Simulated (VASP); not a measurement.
K2Ca3Cl, 6 atoms in the cell. It takes space group P-3m1 (No. 164, trigonal). Conventional cell: a = 6.007 Å, b = 6.007 Å, c = 9.639 Å, α = 90.00°, β = 90.00°, γ = 120.00°. Within 5.0 Å of K (site symmetry 3m) lie 3 Cl at 3.71 Å and 3 K at 4.34 Å and 7 Ca at 4.35 to 4.94 Å. Within 4.7 Å of Ca (site symmetry 3m) lie 6 Ca at 3.58 to 3.90 Å and 4 K at 4.35 to 4.41 Å. Ca (site symmetry -3m) has 6 Ca at 3.58 Å and 2 Cl at 4.82 Å and 6 K at 4.94 Å within 5.0 Å. Within 4.9 Å of Cl (site symmetry -3m) lie 6 K at 3.71 Å and 2 Ca at 4.82 Å. The cell was generated, and may not be a known phase.

| Property | Result |
| --- | --- |
| Program | VASP 6.6.1 |
| Task | single point |
| Functional | PBE |
| Potentials or basis | VASP PAW PBE potentials, release 64 (K_sv, Ca_sv, Cl) |
| Cutoff | 520 eV |
| k mesh | 6 × 6 × 4 |
| Occupations | gaussian, width 0.1 eV |
| Spin | no spin polarisation |
| Dipole correction | no |
| Further INCAR settings | ALGO = Normal; EDIFF = 1e-06; NBANDS = 36 |

Potentials or basis: VASP PAW PBE potentials, release 64 (K_sv, Ca_sv, Cl).

The run is started by

```console
$ cat potpaw_PBE.64/K_sv/POTCAR potpaw_PBE.64/Ca_sv/POTCAR potpaw_PBE.64/Cl/POTCAR > POTCAR
$ mpirun -np 1 vasp_std > vasp.out
```

Hardware: 1 thread of Intel(R) Xeon(R) 6975P-C (Granite Rapids), on a shared host.

Problem. How long does it take, and how much memory?

Solution. Run time: 2.9 min on 1 thread of Intel(R) Xeon(R) 6975P-C (Granite Rapids), with other jobs on the host, peak memory 0.54 GiB. Counts: scf iterations 14, k points 24.
